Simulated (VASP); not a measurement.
Input of a VASP 6.6.1 run:

INCAR

```
SYSTEM = Mo
PREC     = Accurate       ! precision mode
ENCUT    = 600            ! plane-wave cutoff, eV
EDIFF    = 1E-6           ! SCF threshold, eV
ISMEAR   = -1             ! smearing method
SIGMA    = 0.1            ! smearing width, eV
LREAL    = .FALSE.        ! projectors in reciprocal space
LASPH    = .TRUE.         ! aspherical terms in the spheres
NELM     = 80             ! most SCF steps
ALGO     = Normal         ! electronic algorithm
ISIF     = 3              ! what is computed and relaxed
LWAVE    = .FALSE.        ! write WAVECAR
LCHARG   = .FALSE.        ! write CHGCAR
IBRION   = 2              ! ionic algorithm
NSW      = 80             ! ionic steps
EDIFFG   = -0.01          ! ionic threshold
```

KPOINTS

```
Automatic mesh
0
G
  11 11 11
  0 0 0
```

File POSCAR:

```
Mo
1.0
   -1.5734150000      1.5734150000      1.5734150000
    1.5734150000     -1.5734150000      1.5734150000
    1.5734150000      1.5734150000     -1.5734150000
Mo
1
Direct
    0.0000000000      0.0000000000      0.0000000000
```

Potentials or basis: VASP PAW LDA potentials, release 64 (Mo_sv).

Run with:

```console
$ cat potpaw_LDA.64/Mo_sv/POTCAR > POTCAR
$ mpirun -np 1 vasp_std > vasp.out
```

Estimate the relaxed volume.

15.13 Å³/atom.

What does it give for the relaxed cell?

a = 2.699 Å, b = 2.699 Å, c = 2.699 Å, α = 109.47°, β = 109.47°, γ = 109.47°.

What does it give for the space group after relaxing (to 0.05 Å)?

Im-3m (No. 229).

The path:
```tsv
step	energy change (eV)	largest force (eV/Å)	pressure (GPa)	volume (Å³)
1	0.0000	0.0000	-7.91	15.58
2	0.0881	0.0000	28.16	13.91
3	-0.0114	0.0000	-0.27	15.14
4	-0.0115	0.0000	-0.03	15.13
```

LDA usually gives volumes a few per cent too small. Zero-point motion and thermal expansion aren't in these numbers.
